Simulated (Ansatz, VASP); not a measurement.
# Two plane-wave programs on ZnS

File INCAR:

```
SYSTEM = ZnS
PREC = Accurate ; ENCUT = 520
EDIFF = 1E-7 ; ISMEAR = 0
SIGMA = 0.05 ; LREAL = .False.
LASPH = .True. ; NELM = 100
ALGO = Normal ; ISIF = 2
LWAVE = .False. ; LCHARG = .False.
GGA = PE ; NBANDS = 26
```

KPOINTS

```
Automatic mesh
0
Gamma
  9 9 6
  0 0 0
```

POSCAR

```
ZnS
1.0
    3.7585529117      0.0000000000      0.0000000000
   -1.8792764558      3.2550023030      0.0000000000
    0.0000000000      0.0000000000      7.3908184456
Zn S
2 2
Direct
    0.3333333333      0.6666666667      0.0052003725
    0.6666666667      0.3333333333      0.5052003725
    0.3333333333      0.6666666667      0.3797996275
    0.6666666667      0.3333333333      0.8797996275
```

Input for Ansatz:

```yaml
crystal:
  lattice:
    - [3.7585529117, 0.0, 0.0]
    - [-1.8792764558, 3.255002303, 0.0]
    - [0.0, 0.0, 7.3908184456]
  atoms:
    - { symbol: Zn, position: [0.3333333333, 0.6666666667, 0.0052003725] }
    - { symbol: Zn, position: [0.6666666667, 0.3333333333, 0.5052003725] }
    - { symbol: S, position: [0.3333333333, 0.6666666667, 0.3797996275] }
    - { symbol: S, position: [0.6666666667, 0.3333333333, 0.8797996275] }
basis:
  ecutwfc: 520.0
kpoints:
  mp_grid: { grid: [9, 9, 6] }
hamiltonian:
  xc: pbe
scf:
  occupations: { method: gaussian, width: 0.05 }
output:
  forces: true
  stress: true
  eigenvalues: true
```

Alike in both runs: task single point; functional PBE; k mesh 9 × 9 × 6; occupations gaussian, width 0.05 eV; no spin polarisation.

```csv
,VASP,Ansatz
version,VASP 6.6.1,Ansatz 0.2.0
potentials or method,"VASP PAW PBE potentials, release 64 (Zn, S), cutoff 520 eV","scalar-relativistic, plane waves, PAW"
valence electrons in the cell,36,36
```

Ansatz gave:

- gap on the k mesh at the Fermi level (eV): 1.07
- least direct gap on the mesh (eV): 1.07
- pressure (GPa): -3.7
- traceless stress, the component that is largest in VASP (GPa): -7.95
- rms of the force components (eV/Å): 0.101

Q: Which values does VASP return?

A: gap on the k mesh at the Fermi level (eV): 1.07; least direct gap on the mesh (eV): 1.07; pressure (GPa): -3.6; traceless stress, the component that is largest in VASP (GPa): -8.02; rms of the force components (eV/Å): 0.095.

Atom by atom the forces differ by 0.006 eV/Å (rms over components).
